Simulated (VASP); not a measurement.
Mg2Sn: electric field gradients with LDA

The system is Mg2Sn.

```
Mg Sn
1.0
     0.00000    3.39073    3.39073
     3.39073    0.00000    3.39073
     3.39073    3.39073    0.00000
Mg Sn
2 1
Direct
  0.25000 0.25000 0.25000
  0.75000 0.75000 0.75000
  0.00000 0.00000 0.00000
```

* Program: VASP 6.6.1
* Task: electric field gradients
* Functional: LDA
* Potentials or basis: VASP PAW LDA potentials, release 64 (Mg, Sn_d)
* Cutoff: 520 eV
* k mesh: 11 × 11 × 11
* Occupations: fermi-dirac, width 0.08 eV
* Spin: no spin polarisation
* Dipole correction: no
* Further INCAR settings: ALGO = Normal; EDIFF = 1e-08; NBANDS = 16

* Pressure: -2.5 GPa
* Band gap on the k mesh: zero (bands 9 and 10 overlap by 0.17 eV)
* Largest electric field gradient by atom: zero within the noise of the run

Levels at points of the mesh, in eV from the Fermi level:
```
           k point  band 7  band 8  band 9  band 10  band 11  band 12
(0.00, 0.00, 0.00)    0.04    0.04    0.04     1.29     2.20     2.20
```

Wall time 58 s on 1 thread of Intel(R) Xeon(R) Platinum 8259CL CPU @ 2.50GHz (Skylake/Cascade Lake) (shared host), peak memory 0.22 GiB.

Caveat: spin-orbit coupling is left out, which moves the levels of the heavy elements.
